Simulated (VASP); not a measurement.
# Yb (C2/m) in VASP: notebook

Yb is run at these levels: PBE; tasks: single point.

Everything below comes from runs of VASP 6.6.1. Logs are shortened: lines on timing, memory, paths and dates and some standing lists are left out, and cuts for length are marked.

### Step 1. The cell of the first run

Symmetry: C2/m, No. 12, monoclinic system. Conventional cell: a = 4.669 Å, b = 5.224 Å, c = 3.192 Å, α = 90.00°, β = 126.06°, γ = 90.00°. Within 4.2 Å of Yb (site symmetry 2/m) lie 12 Yb at 3.19 to 3.80 Å.

### Step 2. Single point, PBE (engineering shear strain xz -0.1650, normal strain along z -0.1100)

The input, INCAR:

```
SYSTEM = Yb
ALGO     = Fast           ! electronic algorithm
EDIFF    = 1E-7           ! SCF threshold, eV
ENCUT    = 520            ! plane-wave cutoff, eV
GGA      = PE             ! functional
ISIF     = 2              ! what is computed and relaxed
ISMEAR   = 0              ! smearing method
LASPH    = .True.         ! aspherical terms in the spheres
LCHARG   = .False.        ! write CHGCAR
LREAL    = .False.        ! projectors in reciprocal space
LWAVE    = .False.        ! write WAVECAR
NBANDS   = 18             ! bands
NELM     = 60             ! most SCF steps
PREC     = Accurate       ! precision mode
SIGMA    = 0.15           ! smearing width, eV
```

The input, KPOINTS:

```
k-points
0
Gamma
  14 14 14
  0 0 0
```

The input, POSCAR:

```
Yb
1.0
   -0.2154726293      2.6117894455      2.3244926065
    2.3963168162      0.0000000000      2.1090199772
    2.6117894455      2.6117894455     -0.2154726293
Yb
1
Direct
    0.0000000000      0.0000000000      0.0000000000
```

Potentials or basis: VASP PAW PBE potentials, release 64 (Yb).

Run with:

```bash
$ cat potpaw_PBE.64/Yb/POTCAR > POTCAR
$ mpirun -np 1 vasp_std > vasp.out
```

OUTCAR:

```text
SYSTEM = Yb
   EDIFF = 1E-7
   ENCUT = 520
   GGA = PE
   ISIF = 2
   ISMEAR = 0
   LASPH = .True.
   LREAL = .False.
   NELM = 60
   PREC = Accurate

 ion  position               nearest neighbor table
   1  0.000  0.000  0.000-

  LATTYP: Found a base centered monoclinic cell.
 ALAT       =     4.6689160762
 B/A-ratio  =     1.1187990544
 C/A-ratio  =     0.6837186204
 COS(beta)  =    -0.5885658864

  Lattice vectors:

 A1 = (   0.2154726293,  -2.6117894455,  -2.3244926065)
 A2 = (   0.2154726293,   2.6117894455,  -2.3244926065)
 A3 = (   2.3963168162,   0.0000000000,   2.1090199772)

Analysis of symmetry for initial positions (statically):
=====================================================================
 Subroutine PRICEL returns:
 Original cell was already a primitive cell.

 Routine SETGRP: Setting up the symmetry group for a
 base centered monoclinic supercell.

 Subroutine GETGRP returns: Found  4 space group operations
 (whereof  4 operations were pure point group operations)
 out of a pool of  4 trial point group operations.

The static configuration has the point symmetry C_2h.

Analysis of symmetry for dynamics (positions and initial velocities):
=====================================================================
 Subroutine PRICEL returns:
 Original cell was already a primitive cell.

 Routine SETGRP: Setting up the symmetry group for a
 base centered monoclinic supercell.

 Subroutine GETGRP returns: Found  4 space group operations
 (whereof  4 operations were pure point group operations)
 out of a pool of  4 trial point group operations.

The dynamic configuration has the point symmetry C_2h.

 Subroutine INISYM returns: Found  4 space group operations
 (whereof  4 operations are pure point group operations),
 and found     1 'primitive' translations

----------------------------------------------------------------------------------------

                                     Primitive cell

  volume of cell :      31.4703

  direct lattice vectors                    reciprocal lattice vectors
    -0.215472629  2.611789445  2.324492606    -0.175032375  0.191439628  0.198875795
     2.396316816  0.000000000  2.109019977     0.210797504 -0.191439628  0.234640924
     2.611789445  2.611789445 -0.215472629     0.175032375  0.191439628 -0.198875795

  length of vectors
     3.503018475  3.192224859  3.699907657     0.326859366  0.368973010  0.326859366

  position of ions in fractional coordinates (direct lattice)
     0.000000000  0.000000000  0.000000000

  ion indices of the primitive-cell ions
   primitive index   ion index
                 1           1

----------------------------------------------------------------------------------------

 KPOINTS: k-points

Automatic generation of k-mesh.
 Grid dimensions read from file:
 generate k-points for:   14   14   14

 Generating k-lattice:

  Cartesian coordinates                     Fractional coordinates (reciprocal lattice)
    -0.012502313  0.013674259  0.014205414     0.071428571  0.000000000 -0.000000000
     0.015056965 -0.013674259  0.016760066     0.000000000  0.071428571  0.000000000
     0.012502313  0.013674259 -0.014205414     0.000000000  0.000000000  0.071428571

  Length of vectors
     0.023347098  0.026355215  0.023347098

  Shift w.r.t. Gamma in fractional coordinates (k-lattice)
     0.000000000  0.000000000  0.000000000

 Subroutine IBZKPT returns following result:
 ===========================================

 Found    744 irreducible k-points:

 Following reciprocal coordinates:
            Coordinates               Weight
  0.000000  0.000000  0.000000      1.000000
  0.071429  0.000000  0.000000      4.000000
  0.142857  0.000000 -0.000000      4.000000
  0.214286  0.000000  0.000000      4.000000
  0.285714  0.000000 -0.000000      4.000000
  0.357143  0.000000  0.000000      4.000000
[... 16 lines left out ...]
  0.000000  0.142857  0.000000      4.000000
  0.071429  0.142857 -0.000000      4.000000
 [... further k-points ...]
   k-points           NKPTS =    744   k-points in BZ     NKDIM =    744   number of bands    NBANDS=     18
   number of dos      NEDOS =    301   number of ions     NIONS =      1
   total plane-waves  NPLWV =  18816
   dimension x,y,z NGX =    28 NGY =   24 NGZ =   28
   dimension x,y,z NGXF=    56 NGYF=   48 NGZF=   56
   ions per type =               1
   NGX,Y,Z   is equivalent  to a cutoff of  13.29, 12.50, 12.58 a.u.
   NGXF,Y,Z  is equivalent  to a cutoff of  26.58, 25.00, 25.16 a.u.
 SYSTEM =  Yb
   PREC   = accura    normal or accurate (medium, high low for compatibility)
   ISTART =      0    job   : 0-new  1-cont  2-samecut
   ICHARG =      2    charge: 1-file 2-atom 10-const
   ISPIN  =      1    spin polarized calculation?
   LNONCOLLINEAR =      F non collinear calculations
   LSORBIT =      F    spin-orbit coupling
   LASPH  =      T    aspherical Exc in radial PAW
   ENCUT  =  520.0 eV  38.22 Ry    6.18 a.u.   6.51  5.94  6.88*2*pi/ulx,y,z
   NELM   =     60;   NELMIN=  2; NELMDL= -5     # of ELM steps
   EDIFF  = 0.1E-06   stopping-criterion for ELM
   LREAL  =      F    real-space projection
   EDIFFG = 0.1E-05   stopping-criterion for IOM
   NSW    =      0    number of steps for IOM
   IBRION =     -1    ionic relax: 0-MD 1-quasi-New 2-CG
   NFREE  =      0    steps in history (QN), initial steepest desc. (CG)
   ISIF   =      2    stress and relaxation
   ISYM   =      2    0-nonsym 1-usesym 2-fastsym
   POTIM  = 0.5000    time-step for ionic-motion
   TEBEG  =    0.0;   TEEND  =   0.0 temperature during run
   PSTRESS=    0.0 pullay stress
   NELECT =      24.0000    total number of electrons
   NUPDOWN=      -1.0000    fix difference up-down
   EMIN   =  10.00;   EMAX   =-10.00  energy-range for DOS
   EFERMI =   0.00;   METHOD = LEGACY
   ISMEAR =     0;   SIGMA  =   0.15  broadening in eV -4-tet -1-fermi 0-gaus
   EFERMI_NEDOS =   21; number of points for ismear=-14 and -15
   IALGO  =     68    algorithm
   IMIX   =      4    mixing-type and parameters
     AMIX     =   0.40;   BMIX     =  1.00
     AMIX_MAG =   1.60;   BMIX_MAG =  1.00
  volume/ion in A,a.u.               =      31.47       212.37
  Fermi-wavevector in a.u.,A,eV,Ry     =   1.495702  2.826467 30.437928  2.237125
  Thomas-Fermi vector in A             =   2.607813
   LORBIT       =      0    0 simple, 1 ext, 2 COOP (PROOUT), +10 PAW based schemes
   GGA     = PE    functional components
   LHFCALC =     F    Hartree Fock is set to
   AEXX    =    0.0000 exact exchange contribution
   IVDW    =     0    specifies the selected vdW correction
   LEPSILON=     F    determine dielectric tensor
   LRPA    =     F    only Hartree local field effects (RPA)
 non-spin polarized calculation
 RMM-DIIS sequential band-by-band and
 Gauss-broadening in eV      SIGMA  =   0.15
  energy-cutoff  :      520.00
  volume of cell :       31.47
 maximum number of plane-waves:       867
 NGX is ok and might be reduce to    28
   NGX = 13   NGY = 11   NGZ = 13

 number of electron      24.0000002 magnetization

 Free energy of the ion-electron system (eV)
  ---------------------------------------------------
  ext. energy  EPLUGINS =         0.00000000
  ---------------------------------------------------
  free energy    TOTEN  =        -3.43927323 eV

  energy without entropy =       -3.42362630  energy(sigma->0) =       -3.43144976

 E-fermi :   1.9303     XC(G=0): -10.0358

 val. band max:        1.9298575847   @ k =  -0.3571   0.2857   0.2143
 cond. band min:       1.9304177301   @ k =  -0.2143   0.5000   0.1429
 fundamental gap:      0.0005601454
 Fermi energy:         1.9302927666

 k-point     1 :       0.0000    0.0000    0.0000
  band No.  band energies     occupation
      1     -49.7001      2.00000
      2     -21.8037      2.00000
      3     -21.7869      2.00000
      4     -21.6905      2.00000
      5      -3.4116      2.00000
      6       1.3714      2.00000
[... 10 lines left out ...]
     17       8.1167      0.00000
     18      11.9328      0.00000

 k-point     2 :       0.0714    0.0000    0.0000
  band No.  band energies     occupation
      1     -49.6991      2.00000
      2     -21.8215      2.00000
      3     -21.7934      2.00000
      4     -21.6927      2.00000
      5      -3.2916      2.00000
      6       1.3725      2.00000
[... 10 lines left out ...]
     17       8.0620      0.00000
     18      12.2335      0.00000

 k-point     3 :       0.1429    0.0000   -0.0000
  band No.  band energies     occupation
      1     -49.6961      2.00000
      2     -21.8834      2.00000
      3     -21.7991      2.00000
      4     -21.6987      2.00000
      5      -2.9436      2.00000
      6       1.3756      2.00000
[... 10 lines left out ...]
     17       7.9814      0.00000
     18      12.9549      0.00000

 k-point     4 :       0.2143    0.0000    0.0000
  band No.  band energies     occupation
      1     -49.6918      2.00000
      2     -21.9738      2.00000
      3     -21.8051      2.00000
      4     -21.7070      2.00000
      5      -2.4040      2.00000
      6       1.3805      2.00000
[... 10 lines left out ...]
     17       8.0534      0.00000
     18      12.3262      0.00000

 k-point     5 :       0.2857    0.0000   -0.0000
  band No.  band energies     occupation
      1     -49.6870      2.00000
      2     -22.0724      2.00000
      3     -21.8116      2.00000
      4     -21.7160      2.00000
      5      -1.7370      2.00000
      6       1.3861      2.00000
[... 10 lines left out ...]
     17       8.3876      0.00000
     18      11.5090      0.00000

 k-point     6 :       0.3571    0.0000    0.0000
  band No.  band energies     occupation
      1     -49.6827      2.00000
      2     -22.1595      2.00000
      3     -21.8177      2.00000
      4     -21.7238      2.00000
      5      -1.0430      2.00000
      6       1.3898      2.00000
[... 10 lines left out ...]
     17       8.8760      0.00000
     18      11.0759      0.00000

 k-point     7 :       0.4286    0.0000    0.0000
  band No.  band energies     occupation
      1     -49.6798      2.00000
      2     -22.2189      2.00000
      3     -21.8219      2.00000
      4     -21.7290      2.00000
      5      -0.4767      2.00000
      6       1.3885      2.00000
[... 10 lines left out ...]
     17       9.2694      0.00000
     18      11.9499      0.00000

 k-point     8 :       0.5000   -0.0000    0.0000
  band No.  band energies     occupation
      1     -49.6787      2.00000
      2     -22.2399      2.00000
      3     -21.8235      2.00000
      4     -21.7308      2.00000
      5      -0.2466      2.00000
      6       1.3855      2.00000
[... 10 lines left out ...]
     17       9.4217      0.00000
     18      11.9771      0.00000
[... 229 lines left out ...]
     17       8.7629      0.00000
     18      11.8198      0.00000

 k-point    20 :      -0.2143    0.0714   -0.0000
  band No.  band energies     occupation
      1     -49.6880      2.00000
      2     -21.9965      2.00000
      3     -21.8102      2.00000
      4     -21.7515      2.00000
      5      -2.1003      2.00000
      6       1.3870      2.00000
[... 10 lines left out ...]
     17       8.3061      0.00000
     18      13.3176      0.00000

 k-point    21 :      -0.1429    0.0714   -0.0000
  band No.  band energies     occupation
      1     -49.6924      2.00000
      2     -21.9046      2.00000
      3     -21.8059      2.00000
      4     -21.7410      2.00000
      5      -2.6755      2.00000
      6       1.3817      2.00000
[... 10 lines left out ...]
     17       7.9583      0.00000
     18      13.5541      0.00000

 k-point    22 :      -0.0714    0.0714   -0.0000
  band No.  band energies     occupation
      1     -49.6958      2.00000
      2     -21.8333      2.00000
      3     -21.8037      2.00000
      4     -21.7328      2.00000
      5      -3.0732      2.00000
      6       1.3767      2.00000
[... 10 lines left out ...]
     17       7.8431      0.00000
     18      12.7281      0.00000

 k-point    23 :       0.0000    0.1429    0.0000
  band No.  band energies     occupation
      1     -49.6894      2.00000
      2     -21.8677      2.00000
      3     -21.8089      2.00000
      4     -21.7908      2.00000
      5      -2.7919      2.00000
      6       1.3792      2.00000
[... 10 lines left out ...]
     17       7.4186      0.00000
     18      12.9446      0.00000

 k-point    24 :       0.0714    0.1429   -0.0000
  band No.  band energies     occupation
      1     -49.6894      2.00000
      2     -21.8603      2.00000
      3     -21.8080      2.00000
      4     -21.7979      2.00000
      5      -2.7934      2.00000
      6       1.3748      2.00000
[... 10 lines left out ...]
     17       7.3659      0.00000
     18      13.0457      0.00000

 [... further k-points ...]

------------------------ aborting loop because EDIFF is reached ----------------------------------------

  FORCE on cell =-STRESS in cart. coord.  units (eV):
  Direction    XX          YY          ZZ          XY          YZ          ZX
  --------------------------------------------------------------------------------------
  -------------------------------------------------------------------------------------
  Total        0.9338757      0.4550413      0.7213420     -0.0000000     -0.0000000      1.1752689
  in kB       47.5443782     23.1665251     36.7241151     -0.0000000     -0.0000000     59.8339055
  external PRESSURE =      35.8116728 kB  Pullay stress =       0.0000000 kB

 VOLUME and BASIS-vectors are now :
 -----------------------------------------------------------------------------
  energy-cutoff  :      520.00
  volume of cell :       31.47
      direct lattice vectors                 reciprocal lattice vectors
    -0.215472629  2.611789445  2.324492606    -0.175032375  0.191439628  0.198875795
     2.396316816  0.000000000  2.109019977     0.210797504 -0.191439628  0.234640924
     2.611789445  2.611789445 -0.215472629     0.175032375  0.191439628 -0.198875795

 POSITION                                       TOTAL-FORCE (eV/Angst)
 -----------------------------------------------------------------------------------
      0.00000      0.00000      0.00000         0.000000      0.000000      0.000000
 -----------------------------------------------------------------------------------
    total drift:                               -0.000000      0.000000      0.000000

  FREE ENERGIE OF THE ION-ELECTRON SYSTEM (eV)
  ---------------------------------------------------
  free  energy   TOTEN  =        -3.4392732267 eV

  energy  without entropy=       -3.4236262966  energy(sigma->0) =       -3.43144976
```

It took 14 min on 1 thread of Intel Xeon 6975P-C (Granite Rapids), shared host; peak memory 0.57 GiB.

Results:

```
Free energy            : -3.4393 eV
Pressure               : 3.6 GPa
Band gap on the k mesh : zero (bands 12 and 13 overlap by 0.98 eV)
```

Stress tensor (GPa, compression positive):
```
4.75 0.00 5.98
0.00 2.32 0.00
5.98 0.00 3.67
```

Levels at points of the mesh, in eV from the Fermi level:
| k point | band 10 | band 11 | band 12 | band 13 | band 14 | band 15 |
| --- | --- | --- | --- | --- | --- | --- |
| (0.00, 0.00, 0.00) | -0.31 | -0.31 | -0.29 | 2.12 | 2.34 | 4.67 |
| (0.50, 0.00, 0.00) | -0.33 | -0.31 | -0.31 | 0.34 | 1.81 | 4.57 |
| (0.00, 0.50, 0.00) | -0.32 | -0.31 | -0.29 | 1.55 | 1.88 | 3.35 |
| (0.50, 0.50, 0.00) | -0.35 | -0.33 | -0.33 | -0.31 | 3.61 | 6.38 |
| (0.50, 0.00, 0.50) | -0.36 | -0.34 | -0.32 | 0.03 | 1.85 | 7.06 |
| (0.00, 0.50, 0.50) | -0.34 | -0.34 | -0.34 | 0.19 | 2.01 | 6.61 |

Caveat: the cell differs from its parent crystal (engineering shear strain xz -0.1650, normal strain along z -0.1100); the cell stands under pressure; spin-orbit coupling is left out, which moves the levels of the heavy elements.

(Continued in part 2 of 3.)
